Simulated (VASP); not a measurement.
# Zn (R-3m) in VASP: further runs, part 2 of 2

VASP 6.6.1.

## Step 4: Single point, PBEsol

This run uses another cell than the first one, of the same volume but with other edges.

Contents of INCAR:

```
PREC = Accurate ; ENCUT = 520
EDIFF = 1E-6 ; ISMEAR = 0
SIGMA = 0.15 ; LREAL = F
LASPH = T ; NELM = 100
ALGO = Fast ; ISIF = 2
LWAVE = F ; LCHARG = T
GGA = PS ; LELF = T
LVHAR = T ; NBANDS = 12
```

Contents of KPOINTS:

```
Automatic mesh
0
Gamma
  22 22 22
```

Contents of POSCAR:

```
Zn
1.0
   -1.8839663950      1.5131180137      1.5131180137
    1.5131180137     -1.8839663950      1.5131180137
    1.5131180137      1.5131180137     -1.8839663950
Zn
1
Direct
    0.0000000000      0.0000000000      0.0000000000
```

Potentials or basis: VASP PAW PBE potentials, release 64 (Zn).

The run is started by

```sh
$ cat potpaw_PBE.64/Zn/POTCAR > POTCAR
$ mpirun -np 1 vasp_std > vasp.out
```

OUTCAR:

```text
PREC = Accurate
   ENCUT = 520
   EDIFF = 1E-6
   ISMEAR = 0
   LREAL = F
   LASPH = T
   NELM = 100
   ISIF = 2
   GGA = PS

 ion  position               nearest neighbor table
   1  0.000  0.000  0.000-

  LATTYP: Found a trigonal (rhomboedric) cell.
 ALAT       =     2.8510316772
 COS(alpha) =    -0.4197392560

  Lattice vectors:

 A1 = (  -1.8839663950,   1.5131180137,   1.5131180137)
 A2 = (   1.5131180137,  -1.8839663950,   1.5131180137)
 A3 = (   1.5131180137,   1.5131180137,  -1.8839663950)

Analysis of symmetry for initial positions (statically):
=====================================================================
 Subroutine PRICEL returns:
 Original cell was already a primitive cell.

 Routine SETGRP: Setting up the symmetry group for a
 trigonal (rhombohedral) supercell.

 Subroutine GETGRP returns: Found 12 space group operations
 (whereof 12 operations were pure point group operations)
 out of a pool of 12 trial point group operations.

The static configuration has the point symmetry D_3d.

Analysis of symmetry for dynamics (positions and initial velocities):
=====================================================================
 Subroutine PRICEL returns:
 Original cell was already a primitive cell.

 Routine SETGRP: Setting up the symmetry group for a
 trigonal (rhombohedral) supercell.

 Subroutine GETGRP returns: Found 12 space group operations
 (whereof 12 operations were pure point group operations)
 out of a pool of 12 trial point group operations.

The dynamic configuration has the point symmetry D_3d.

 Subroutine INISYM returns: Found 12 space group operations
 (whereof 12 operations are pure point group operations),
 and found     1 'primitive' translations

----------------------------------------------------------------------------------------

                                     Primitive cell

  volume of cell :      13.1820

  direct lattice vectors                    reciprocal lattice vectors
    -1.883966395  1.513118014  1.513118014     0.095569963  0.389940040  0.389940040
     1.513118014 -1.883966395  1.513118014     0.389940040  0.095569963  0.389940040
     1.513118014  1.513118014 -1.883966395     0.389940040  0.389940040  0.095569963

  length of vectors
     2.851031677  2.851031677  2.851031677     0.559678558  0.559678558  0.559678558

  position of ions in fractional coordinates (direct lattice)
     0.000000000  0.000000000  0.000000000

  ion indices of the primitive-cell ions
   primitive index   ion index
                 1           1

----------------------------------------------------------------------------------------

 KPOINTS: Automatic mesh

Automatic generation of k-mesh.
 Grid dimensions read from file:
 generate k-points for:   22   22   22

 Generating k-lattice:

  Cartesian coordinates                     Fractional coordinates (reciprocal lattice)
     0.004344089  0.017724547  0.017724547     0.045454545  0.000000000  0.000000000
     0.017724547  0.004344089  0.017724547     0.000000000  0.045454545  0.000000000
     0.017724547  0.017724547  0.004344089     0.000000000  0.000000000  0.045454545

  Length of vectors
     0.025439934  0.025439934  0.025439934

  Shift w.r.t. Gamma in fractional coordinates (k-lattice)
     0.000000000  0.000000000  0.000000000

 Subroutine IBZKPT returns following result:
 ===========================================

 Found   1024 irreducible k-points:

 Following reciprocal coordinates:
            Coordinates               Weight
  0.000000  0.000000  0.000000      1.000000
  0.045455 -0.000000 -0.000000      6.000000
  0.090909 -0.000000 -0.000000      6.000000
  0.136364  0.000000 -0.000000      6.000000
  0.181818 -0.000000 -0.000000      6.000000
  0.227273  0.000000  0.000000      6.000000
[... 16 lines left out ...]
  0.500000  0.045455  0.000000     12.000000
 -0.454545  0.045455  0.000000     12.000000
 [... further k-points ...]
   k-points           NKPTS =   1024   k-points in BZ     NKDIM =   1024   number of bands    NBANDS=     12
   number of dos      NEDOS =    301   number of ions     NIONS =      1
   total plane-waves  NPLWV =  13824
   dimension x,y,z NGX =    24 NGY =   24 NGZ =   24
   dimension x,y,z NGXF=    48 NGYF=   48 NGZF=   48
   ions per type =               1
   NGX,Y,Z   is equivalent  to a cutoff of  13.99, 13.99, 13.99 a.u.
   NGXF,Y,Z  is equivalent  to a cutoff of  27.99, 27.99, 27.99 a.u.
 SYSTEM =  unknown system
   PREC   = accura    normal or accurate (medium, high low for compatibility)
   ISTART =      0    job   : 0-new  1-cont  2-samecut
   ICHARG =      2    charge: 1-file 2-atom 10-const
   ISPIN  =      1    spin polarized calculation?
   LNONCOLLINEAR =      F non collinear calculations
   LSORBIT =      F    spin-orbit coupling
   LASPH  =      T    aspherical Exc in radial PAW
   ENCUT  =  520.0 eV  38.22 Ry    6.18 a.u.   5.30  5.30  5.30*2*pi/ulx,y,z
   NELM   =    100;   NELMIN=  2; NELMDL= -5     # of ELM steps
   EDIFF  = 0.1E-05   stopping-criterion for ELM
   LREAL  =      F    real-space projection
   EDIFFG = 0.1E-04   stopping-criterion for IOM
   NSW    =      0    number of steps for IOM
   IBRION =     -1    ionic relax: 0-MD 1-quasi-New 2-CG
   NFREE  =      0    steps in history (QN), initial steepest desc. (CG)
   ISIF   =      2    stress and relaxation
   ISYM   =      2    0-nonsym 1-usesym 2-fastsym
   POTIM  = 0.5000    time-step for ionic-motion
   TEBEG  =    0.0;   TEEND  =   0.0 temperature during run
   PSTRESS=    0.0 pullay stress
   NELECT =      12.0000    total number of electrons
   NUPDOWN=      -1.0000    fix difference up-down
   EMIN   =  10.00;   EMAX   =-10.00  energy-range for DOS
   EFERMI =   0.00;   METHOD = LEGACY
   ISMEAR =     0;   SIGMA  =   0.15  broadening in eV -4-tet -1-fermi 0-gaus
   EFERMI_NEDOS =   21; number of points for ismear=-14 and -15
   IALGO  =     68    algorithm
   IMIX   =      4    mixing-type and parameters
     AMIX     =   0.40;   BMIX     =  1.00
     AMIX_MAG =   1.60;   BMIX_MAG =  1.00
  volume/ion in A,a.u.               =      13.18        88.96
  Fermi-wavevector in a.u.,A,eV,Ry     =   1.586627  2.998290 34.251101  2.517385
  Thomas-Fermi vector in A             =   2.685909
   LORBIT       =      0    0 simple, 1 ext, 2 COOP (PROOUT), +10 PAW based schemes
   GGA     = PS    functional components
   LHFCALC =     F    Hartree Fock is set to
   AEXX    =    0.0000 exact exchange contribution
   IVDW    =     0    specifies the selected vdW correction
   LEPSILON=     F    determine dielectric tensor
   LRPA    =     F    only Hartree local field effects (RPA)
 non-spin polarized calculation
 RMM-DIIS sequential band-by-band and
 Gauss-broadening in eV      SIGMA  =   0.15
  energy-cutoff  :      520.00
  volume of cell :       13.18
 maximum number of plane-waves:       366
 NGX is ok and might be reduce to    24

 number of electron      12.0000001 magnetization

 Free energy of the ion-electron system (eV)
  ---------------------------------------------------
  ext. energy  EPLUGINS =         0.00000000
  ---------------------------------------------------
  free energy    TOTEN  =        -0.32161496 eV

  energy without entropy =       -0.31776768  energy(sigma->0) =       -0.31969132

 E-fermi :   3.7329     XC(G=0): -12.3708

 val. band max:        3.7303245931   @ k =  -0.1364  -0.4545   0.0909
 cond. band min:       3.7457859357   @ k =   0.5000   0.4545   0.2727
 fundamental gap:      0.0154613427
 Fermi energy:         3.7328701335

 k-point     1 :       0.0000    0.0000    0.0000
  band No.  band energies     occupation
      1      -7.8812      2.00000
      2      -6.0025      2.00000
      3      -4.3354      2.00000
      4      -4.3354      2.00000
      5      -3.0673      2.00000
      6      -3.0673      2.00000
      7      16.8351      0.00000
      8      16.8351      0.00000
      9      20.2794      0.00000
     10      21.6071      0.00000
     11      21.6071      0.00000
     12      24.7656      0.00000
[... 331 lines left out ...]
 k-point    24 :      -0.4545    0.0455    0.0000
  band No.  band energies     occupation
      1      -5.5431      2.00000
      2      -5.1113      2.00000
      3      -3.8957      2.00000
      4      -3.7029      2.00000
      5      -3.1093      2.00000
      6       1.3905      2.00000
      7      10.3387      0.00000
      8      14.7218      0.00000
      9      16.3988      0.00000
     10      22.5264      0.00000
     11      23.6538      0.00000
     12      27.4039      0.00000

 [... further k-points ...]

------------------------ aborting loop because EDIFF is reached ----------------------------------------

  FORCE on cell =-STRESS in cart. coord.  units (eV):
  Direction    XX          YY          ZZ          XY          YZ          ZX
  --------------------------------------------------------------------------------------
  -------------------------------------------------------------------------------------
  Total        4.1724307      4.1724307      4.1724307      4.1936013      4.1936013      4.1936013
  in kB      507.1289583    507.1289583    507.1289583    509.7020895    509.7020895    509.7020895
  external PRESSURE =     507.1289583 kB  Pullay stress =       0.0000000 kB

 VOLUME and BASIS-vectors are now :
 -----------------------------------------------------------------------------
  energy-cutoff  :      520.00
  volume of cell :       13.18
      direct lattice vectors                 reciprocal lattice vectors
    -1.883966395  1.513118014  1.513118014     0.095569963  0.389940040  0.389940040
     1.513118014 -1.883966395  1.513118014     0.389940040  0.095569963  0.389940040
     1.513118014  1.513118014 -1.883966395     0.389940040  0.389940040  0.095569963

 POSITION                                       TOTAL-FORCE (eV/Angst)
 -----------------------------------------------------------------------------------
      0.00000      0.00000      0.00000        -0.000000     -0.000000      0.000000
 -----------------------------------------------------------------------------------
    total drift:                                0.000000      0.000000     -0.000000

  FREE ENERGIE OF THE ION-ELECTRON SYSTEM (eV)
  ---------------------------------------------------
  free  energy   TOTEN  =        -0.3216149602 eV

  energy  without entropy=       -0.3177676751  energy(sigma->0) =       -0.31969132
```

OSZICAR:

```text
N       E                     dE             d eps       ncg     rms          rms(c)
DAV:   1     0.426732275173E+02    0.42673E+02   -0.66272E+03 25636   0.166E+03
DAV:   2     0.772926469214E+00   -0.41900E+02   -0.39803E+02 25584   0.221E+02
DAV:   3    -0.485486765093E+00   -0.12584E+01   -0.12563E+01 28488   0.373E+01
DAV:   4    -0.488190900479E+00   -0.27041E-02   -0.27040E-02 26908   0.167E+00
DAV:   5    -0.488192588512E+00   -0.16880E-05   -0.16880E-05 28260   0.404E-02    0.572E+00
RMM:   6    -0.342941410940E+00    0.14525E+00   -0.26170E-01 30464   0.695E+00    0.365E+00
RMM:   7    -0.328276530743E+00    0.14665E-01   -0.93725E-03 31490   0.144E+00    0.175E+00
RMM:   8    -0.321655186682E+00    0.66213E-02   -0.21638E-03 30769   0.437E-01    0.743E-02
RMM:   9    -0.321624676259E+00    0.30510E-04   -0.42087E-04 32272   0.312E-01    0.549E-02
RMM:  10    -0.321614975285E+00    0.97010E-05   -0.33767E-05 32049   0.601E-02    0.784E-03
RMM:  11    -0.321614960180E+00    0.15105E-07   -0.30588E-06 24703   0.179E-02
   1 F= -.32161496E+00 E0= -.31969132E+00  d E =-.384729E-02
```

Wall time 1.7 min (1 thread of Intel Xeon Platinum 8488C (Sapphire Rapids), shared host); peak memory 0.27 GiB.

What came out:

```yaml
Free_energy: -0.3216 eV
Pressure: 50.7 GPa
Band_gap_on_the_k_mesh: zero (band 6 reaches 7.68 eV, above the bottom of band 7 at 0.70 eV)
```

Levels at points of the mesh, in eV from the Fermi level:
```tsv
k point	band 4	band 5	band 6	band 7	band 8	band 9
(0.00, 0.00, 0.00)	-8.07	-6.80	-6.80	13.10	13.10	16.55
(0.50, 0.00, 0.00)	-7.38	-6.61	-0.40	4.09	12.01	14.12
(0.50, 0.50, 0.00)	-6.79	-6.73	-4.23	-3.03	7.48	12.46
(0.50, 0.50, 0.50)	-7.33	-6.27	3.95	7.39	7.39	10.89
```

Caveat: the PAW data sets were made with another functional, which shifts forces and pressure a little.

## Step 5: Single point, PBEsol

This run uses another cell than the first one, of the same volume but with other edges.

Contents of INCAR:

```
ALGO = Fast
EDIFF = 1E-6
ENCUT = 520
GGA = PS
ISIF = 2
ISMEAR = 0
LASPH = T
LCHARG = F
LREAL = F
LWAVE = F
NBANDS = 12
NELM = 60
PREC = Accurate
SIGMA = 0.15
```

Contents of KPOINTS:

```
k-points
0
Gamma
  22 22 22
```

Contents of POSCAR:

```
Zn
1.0
   -1.6851699623      1.4944959938      1.4944959938
    1.4944959938     -1.6851699623      1.4944959938
    1.4944959938      1.4944959938     -1.6851699623
Zn
1
Direct
    0.0000000000      0.0000000000      0.0000000000
```

The run is started by

```sh
$ cat potpaw_PBE.64/Zn/POTCAR > POTCAR
$ mpirun -np 1 vasp_std > vasp.out
```

Wall time 96 s (1 thread of Intel Xeon Platinum 8488C (Sapphire Rapids), shared host); peak memory 0.26 GiB.

Results (log left out):

```
Free energy            : -1.3138 eV
Pressure               : 17.2 GPa
Band gap on the k mesh : zero (band 6 reaches 7.76 eV, above the bottom of band 7 at 2.03 eV)
```

Stress tensor (GPa, compression positive):
```
17.23 13.72 13.72
13.72 17.23 13.72
13.72 13.72 17.23
```

Levels at points of the mesh, in eV from the Fermi level:
```tsv
k point	band 3	band 4	band 5	band 6	band 7	band 8	band 9	band 10
(0.00, 0.00, 0.00)	-7.95	-7.95	-7.23	-7.23	17.21	17.21	19.08	20.93
(0.50, 0.00, 0.00)	-7.57	-7.48	-6.85	-2.12	1.37	11.82	13.51	16.29
(0.50, 0.50, 0.00)	-7.24	-7.21	-7.03	-3.87	-1.90	10.15	14.77	20.17
(0.50, 0.50, 0.50)	-7.26	-7.26	-6.68	3.84	5.56	5.56	9.71	9.71
```

Caveat: the PAW data sets were made with another functional, which shifts forces and pressure a little.

## Step 6: Single point, PBEsol

Contents of INCAR:

```
SYSTEM = Zn
PREC     = Accurate       ! precision mode
ENCUT    = 520            ! plane-wave cutoff, eV
EDIFF    = 1E-6           ! SCF threshold, eV
ISMEAR   = 0              ! smearing method
SIGMA    = 0.15           ! smearing width, eV
LREAL    = .FALSE.        ! projectors in reciprocal space
LASPH    = .TRUE.         ! aspherical terms in the spheres
NELM     = 100            ! most SCF steps
ALGO     = Fast           ! electronic algorithm
ISIF     = 2              ! what is computed and relaxed
LWAVE    = .FALSE.        ! write WAVECAR
LCHARG   = .FALSE.        ! write CHGCAR
GGA      = PS             ! functional
NBANDS   = 12             ! bands
```

Contents of KPOINTS:

```
regular mesh
0
G
  22 22 22
  0 0 0
```

Contents of POSCAR:

```
Zn
1.0
   -0.8895690798      1.5511728622      1.5511728622
    1.5511728622     -0.8895690798      1.5511728622
    1.5511728622      1.5511728622     -0.8895690798
Zn
1
Direct
    0.0000000000      0.0000000000      0.0000000000
```

Potentials or basis: VASP PAW PBE potentials, release 64 (Zn).

The run is started by

```sh
$ cat potpaw_PBE.64/Zn/POTCAR > POTCAR
$ mpirun -np 1 vasp_std > vasp.out
```

Run time: 87 s. Hardware: 1 thread of Intel Xeon Platinum 8488C (Sapphire Rapids), shared host; peak memory 0.25 GiB.

The run converged. Its results:

| Property | Result |
| --- | --- |
| Free energy | -1.0564 eV |
| Pressure | 28.0 GPa |
| Band gap on the k mesh | zero (band 6 reaches 9.93 eV, above the bottom of band 7 at 1.28 eV) |

Stress tensor (GPa, compression positive):
```
28.04 -2.72 -2.72
-2.72 28.04 -2.72
-2.72 -2.72 28.04
```

Levels at points of the mesh, in eV from the Fermi level:
```csv
k point,band 3,band 4,band 5,band 6,band 7,band 8,band 9,band 10
"(0.00, 0.00, 0.00)",-9.11,-7.14,-7.10,-7.10,15.12,15.21,15.21,18.38
"(0.50, 0.00, 0.00)",-7.69,-7.67,-7.07,-4.28,-2.54,20.12,20.29,23.02
"(0.50, 0.50, 0.00)",-7.62,-7.54,-6.66,0.44,2.20,4.40,7.29,26.09
"(0.50, 0.50, 0.50)",-8.56,-6.63,-6.63,6.11,6.11,8.07,11.72,11.72
```

Caveat: the PAW data sets were made with another functional, which shifts forces and pressure a little.

## Step 7: The runs side by side

```tsv
cell	further INCAR settings	gap on the mesh (eV)	pressure (GPa)
a = 2.405 Å, angles 100.1°, 1 atom	ALGO = Fast; EDIFF = 1e-07; NBANDS = 12	none	21.9
a = 2.368 Å, angles 86.0°, 1 atom	ALGO = Fast; EDIFF = 1e-06; NBANDS = 12	none	28.0
a = 2.851 Å, angles 114.8°, 1 atom	ALGO = Fast; EDIFF = 1e-06; NBANDS = 12	none	50.7
a = 2.703 Å, angles 112.6°, 1 atom	ALGO = Fast; EDIFF = 1e-06; NBANDS = 12	none	17.2
a = 2.367 Å, angles 93.6°, 1 atom	ALGO = Fast; EDIFF = 1e-06; NBANDS = 12	none	28.0
```

Alike in all rows: task single point; level PBEsol; potentials or basis VASP PAW PBE potentials, release 64 (Zn); no spin polarisation; k mesh 22 × 22 × 22; cutoff (eV) 520; smearing gaussian 0.15 eV.

Caveats: the PAW data sets were made with another functional, which shifts forces and pressure a little.

Absolute energies hang on the potentials; compare differences alone.
